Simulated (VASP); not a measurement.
# Hf in VASP: a series of runs, part 2 of 2

VASP 6.6.1.

## (4) Relaxation of cell and atoms, PBE

The input, INCAR:

```
PREC = Accurate
ENCUT = 600
EDIFF = 1E-6
ISMEAR = 0
SIGMA = 0.1
LREAL = F
LASPH = T
NELM = 80
ALGO = Normal
ISIF = 3
LWAVE = F
LCHARG = F
GGA = PE
IBRION = 2
NSW = 100
EDIFFG = -0.01
```

The input, KPOINTS:

```
Automatic mesh
0
Gamma
  18 18 18
```

The input, POSCAR:

```
Hf
1.0
    2.9169863342      0.0000000000      0.0000000000
    0.0000000000      2.9169863342      0.0000000000
    0.0000000000      0.0000000000      2.9169863342
Hf
1
Direct
    0.5000000000      0.5000000000      0.5000000000
```

Potentials or basis: VASP PAW PBE potentials, release 64 (Hf_pv).

Started as:

```console
> cat potpaw_PBE.64/Hf_pv/POTCAR > POTCAR
> mpirun -np 1 vasp_std > vasp.out
```

OUTCAR:

```text
PREC = Accurate
   ENCUT = 600
   EDIFF = 1E-6
   ISMEAR = 0
   LREAL = F
   LASPH = T
   NELM = 80
   ISIF = 3
   GGA = PE
   IBRION = 2
   NSW = 100
   EDIFFG = -0.01

 ion  position               nearest neighbor table
   1  0.500  0.500  0.500-

  LATTYP: Found a simple cubic cell.
 ALAT       =     2.9169863342

  Lattice vectors:

 A1 = (   2.9169863342,   0.0000000000,   0.0000000000)
 A2 = (   0.0000000000,   2.9169863342,   0.0000000000)
 A3 = (   0.0000000000,   0.0000000000,   2.9169863342)

Analysis of symmetry for initial positions (statically):
=====================================================================
 Subroutine PRICEL returns:
 Original cell was already a primitive cell.

 Routine SETGRP: Setting up the symmetry group for a
 simple cubic supercell.

 Subroutine GETGRP returns: Found 48 space group operations
 (whereof 48 operations were pure point group operations)
 out of a pool of 48 trial point group operations.

The static configuration has the point symmetry O_h .

[... 168 lines left out ...]
  Total       -0.0809938     -0.0809938     -0.0809938     -0.0000000      0.0000000      0.0000000
  in kB       -5.2282829     -5.2282829     -5.2282829     -0.0000000      0.0000000      0.0000000
  external PRESSURE =      -5.2282829 kB  Pullay stress =       0.0000000 kB
[... 57 lines left out ...]
--------------------------------------- Ionic step        3  -------------------------------------------

 number of electron      10.0000004 magnetization

 Free energy of the ion-electron system (eV)
  ---------------------------------------------------
  ext. energy  EPLUGINS =         0.00000000
  ---------------------------------------------------
  free energy    TOTEN  =        -8.84562983 eV

  energy without entropy =       -8.83753766  energy(sigma->0) =       -8.84158375

 E-fermi :   3.8238     XC(G=0): -10.7553

 val. band max:        3.8218838161   @ k =   0.2778   0.0556   0.0000
 cond. band min:       3.8245073979   @ k =   0.3889   0.1111   0.0000
 fundamental gap:      0.0026235818
 Fermi energy:         3.8238132296

 k-point     1 :       0.0000    0.0000    0.0000
  band No.  band energies     occupation
      1     -26.1217      2.00000
      2     -26.1217      2.00000
      3     -26.1217      2.00000
      4      -2.6545      2.00000
      5       2.4192      2.00000
      6       2.4192      2.00000
      7      10.3371      0.00000
      8      10.3371      0.00000
      9      10.3371      0.00000
[... 265 lines left out ...]
 k-point    24 :       0.3333    0.1111    0.0000
  band No.  band energies     occupation
      1     -26.8206      2.00000
      2     -26.1710      2.00000
      3     -26.0497      2.00000
      4      -0.0896      2.00000
      5       3.2952      2.00000
      6       3.9956      0.01515
      7       7.1476      0.00000
      8       7.6087      0.00000
      9      10.0998      0.00000

 [... further k-points ...]

------------------------ aborting loop because EDIFF is reached ----------------------------------------

  FORCE on cell =-STRESS in cart. coord.  units (eV):
  Direction    XX          YY          ZZ          XY          YZ          ZX
  --------------------------------------------------------------------------------------
  -------------------------------------------------------------------------------------
  Total        0.0006010      0.0006010      0.0006010     -0.0000000      0.0000000      0.0000000
  in kB        0.0390796      0.0390796      0.0390796     -0.0000000      0.0000000      0.0000000
  external PRESSURE =       0.0390796 kB  Pullay stress =       0.0000000 kB
[... 16 lines left out ...]
  FREE ENERGIE OF THE ION-ELECTRON SYSTEM (eV)
  ---------------------------------------------------
  free  energy   TOTEN  =        -8.8456298275 eV

  energy  without entropy=       -8.8375376643  energy(sigma->0) =       -8.84158375

 reached required accuracy - stopping structural energy minimisation
```

OSZICAR:

```text
N       E                     dE             d eps       ncg     rms          rms(c)
DAV:   1     0.871451068719E+01    0.87145E+01   -0.66692E+03  3976   0.115E+03
DAV:   2    -0.871433618327E+01   -0.17429E+02   -0.16926E+02  5143   0.137E+02
DAV:   3    -0.911298472981E+01   -0.39865E+00   -0.37515E+00  4964   0.149E+01
[... 19 lines left out ...]
DAV:   2    -0.884582373091E+01    0.74746E-03   -0.11814E-03  4000   0.309E-01    0.864E-02
DAV:   3    -0.884563388756E+01    0.18984E-03   -0.64875E-04  4074   0.203E-01    0.418E-02
DAV:   4    -0.884563170963E+01    0.21779E-05   -0.74406E-06  4474   0.275E-02    0.253E-02
DAV:   5    -0.884562986501E+01    0.18446E-05   -0.33848E-06  4219   0.114E-02    0.419E-03
DAV:   6    -0.884562982754E+01    0.37477E-07   -0.93995E-08  1992   0.230E-03
   3 F= -.88456298E+01 E0= -.88415837E+01  d E =-.300253E-03
```

CONTCAR:

```text
Hf
   1.00000000000000
     2.9098259594933640   -0.0000000000000000    0.0000000000000000
    -0.0000000000000000    2.9098259594933640    0.0000000000000000
     0.0000000000000000    0.0000000000000000    2.9098259594933640
  Hf
     1
Direct
     0.5000000000000000    0.5000000000000000    0.5000000000000000

  0.00000000E+00  0.00000000E+00  0.00000000E+00
```

Wall time 42 s (1 thread of Intel Xeon Platinum 8488C (Sapphire Rapids), shared host); peak memory 0.19 GiB.

What came out:

| Property | Result |
| --- | --- |
| Free energy | -8.8456 eV |
| Relaxed volume | 24.64 Å³/atom |
| Relaxed cell | a = 2.910 Å, b = 2.910 Å, c = 2.910 Å, α = 90.00°, β = 90.00°, γ = 90.00° |
| Space group after relaxing (to 0.05 Å) | Pm-3m (No. 221) |
| Energy gained by relaxing | 0.3 meV/atom |
| Ionic steps | 3 |
| Pressure after relaxing | 0.0 GPa |
| Band gap on the k mesh | zero (band 5 reaches 4.68 eV, above the bottom of band 6 at 2.42 eV) |

Step by step:
| step | energy change (eV) | largest force (eV/Å) | pressure (GPa) | volume (Å³) |
| --- | --- | --- | --- | --- |
| 1 | 0.0000 | 0.0000 | -0.52 | 24.82 |
| 2 | -0.0002 | 0.0000 | 0.32 | 24.53 |
| 3 | -0.0003 | 0.0000 | 0.00 | 24.64 |

Final structure:
```
CELL_PARAMETERS angstrom
2.90983 0.00000 0.00000
0.00000 2.90983 0.00000
0.00000 0.00000 2.90983
ATOMIC_POSITIONS crystal
Hf 0.50000 0.50000 0.50000
```

Levels at points of the mesh, in eV from the Fermi level:
| k point | band 2 | band 3 | band 4 | band 5 | band 6 | band 7 | band 8 | band 9 |
| --- | --- | --- | --- | --- | --- | --- | --- | --- |
| (0.00, 0.00, 0.00) | -29.95 | -29.95 | -6.48 | -1.40 | -1.40 | 6.51 | 6.51 | 6.51 |
| (0.50, 0.00, 0.00) | -29.86 | -29.86 | -3.13 | -0.50 | -0.07 | 3.09 | 3.09 | 6.88 |
| (0.50, 0.50, 0.00) | -30.75 | -29.78 | -2.83 | -0.61 | 3.82 | 3.82 | 4.46 | 4.46 |
| (0.50, 0.50, 0.50) | -30.64 | -30.64 | -1.26 | -1.26 | -1.26 | 6.92 | 8.99 | 8.99 |

Caveat: spin-orbit coupling is left out, which moves the levels of the heavy elements.

## (5) Single point, PBE

This run uses another cell than the first one, of 24.74 Å³/atom, 0.997 times its volume.

The input, INCAR:

```
SYSTEM = Hf
  PREC = Accurate
  ENCUT = 500
  EDIFF = 1E-6
  ISMEAR = 0
  SIGMA = 0.1
  LREAL = .FALSE.
  LASPH = .TRUE.
  NELM = 120
  ALGO = Normal
  ISIF = 2
  LWAVE = .FALSE.
  LCHARG = .FALSE.
  GGA = PE
  NBANDS = 11
  GGA_COMPAT = .FALSE.
```

The input, KPOINTS:

```
regular mesh
0
G
  18 18 18
  0 0 0
```

The input, POSCAR:

```
Hf
1.0
    2.9138115455      0.0000000000      0.0000000000
    0.0000000000      2.9138115455      0.0000000000
    0.0000000000      0.0000000000      2.9138115455
Hf
1
Direct
    0.5000000000      0.5000000000      0.5000000000
```

Started as:

```console
> cat potpaw_PBE.64/Hf_pv/POTCAR > POTCAR
> mpirun -np 1 vasp_std > vasp.out
```

Run time: 17 s. Hardware: 1 thread of Intel Xeon Platinum 8375C at 2.90GHz (Ice Lake), shared host; peak memory 0.18 GiB.

Results (log left out):

```yaml
Free_energy: -8.8454 eV
Pressure: -0.3 GPa
Band_gap_on_the_k_mesh: zero (band 5 reaches 4.65 eV, above the bottom of band 6 at 2.40 eV)
```

Levels at points of the mesh, in eV from the Fermi level:
```
           k point  band 3  band 4  band 5  band 6  band 7  band 8
(0.00, 0.00, 0.00)  -29.96   -6.47   -1.40   -1.40    6.48    6.48
(0.50, 0.00, 0.00)  -29.88   -3.13   -0.50   -0.07    3.08    3.08
(0.50, 0.50, 0.00)  -29.80   -2.81   -0.61    3.81    3.81    4.44
(0.50, 0.50, 0.50)  -30.64   -1.25   -1.25   -1.25    6.91    8.95
```

Caveat: spin-orbit coupling is left out, which moves the levels of the heavy elements.

## (6) The runs side by side

| task | cell | k mesh | cutoff (eV) | gap on the mesh (eV) | pressure (GPa) |
| --- | --- | --- | --- | --- | --- |
| single point | a = 2.910, b = 2.910, c = 2.930 Å, 1 atom | 8 × 8 × 6 | 520 | none | -0.3 |
| single point | a = 2.914 Å, 1 atom | 18 × 18 × 18 | 520 | none | -0.3 |
| relaxation of cell and atoms | relaxed from a = 2.917 Å, 1 atom | 18 × 18 × 18 | 600 | none | 0.0 |
| single point | a = 2.914 Å, 1 atom | 18 × 18 × 18 | 500 | none | -0.3 |

Alike in all rows: level PBE; potentials or basis VASP PAW PBE potentials, release 64 (Hf_pv); no spin polarisation; smearing gaussian 0.1 eV.

Caveats: spin-orbit coupling is left out, which moves the levels of the heavy elements.

Absolute energies hang on the potentials; compare differences alone.
